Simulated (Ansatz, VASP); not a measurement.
**Two plane-wave programs on Zr**

INCAR

```
ALGO = Fast
EDIFF = 1E-6
ENCUT = 520
GGA = PS
ISIF = 2
ISMEAR = 0
LASPH = T
LCHARG = F
LREAL = F
LWAVE = F
NBANDS = 19
NELM = 100
PREC = Accurate
SIGMA = 0.15
```

The input KPOINTS:

```
k-points
0
Gamma
  18 18 10
```

File POSCAR:

```
Zr
1.0
    3.2319982225      0.0000000000      0.0121199933
   -1.6159991112      2.7989925657     -0.0060599967
    0.0193012500      0.0000000000      5.1470000000
Zr
2
Direct
    0.3333333333      0.6666666667      0.2500000000
    0.6666666667      0.3333333333      0.7500000000
```

Input for Ansatz:

```yaml
crystal:
  lattice:
    - [3.2319982225, 0.0, 0.0121199933]
    - [-1.6159991112, 2.7989925657, -0.0060599967]
    - [0.01930125, 0.0, 5.147]
  atoms:
    - { symbol: Zr, position: [0.3333333333, 0.6666666667, 0.25] }
    - { symbol: Zr, position: [0.6666666667, 0.3333333333, 0.75] }
basis:
  ecutwfc: 420
kpoints:
  mp_grid: { grid: [18, 18, 10] }
hamiltonian:
  xc: pbesol
scf:
  occupations: { method: gaussian, width: 0.15 }
output:
  forces: true
  stress: true
  eigenvalues: true
```

Change from the starting cell: strain +0.0075 x Voigt [0, 0, 0, 0, 1, 0], atoms carried along.

Alike in both runs: task single point; functional PBEsol; k mesh 18 × 18 × 10; occupations gaussian, width 0.15 eV; no spin polarisation.

|  | VASP | Ansatz |
| --- | --- | --- |
| version | VASP 6.6.1 | Ansatz 0.2.0 |
| potentials or method | VASP PAW PBE potentials, release 64 (Zr_sv), cutoff 520 eV | scalar-relativistic, plane waves, PAW |
| valence electrons in the cell | 24 | 24 |

```tsv
	VASP	Ansatz	Ansatz less VASP
gap on the k mesh at the Fermi level (eV)	none	none	-
pressure (GPa)	-3.3	-3.3	-0.05
traceless stress, the component that is largest in VASP (GPa)	0.30	0.30	-0.001
```

VASP's potentials were made for PBE, not for PBEsol. A gap of «none» marks a metal or a gap that the smearing closes. The functional is the same, so the differences come from potentials, cutoffs and numerics.
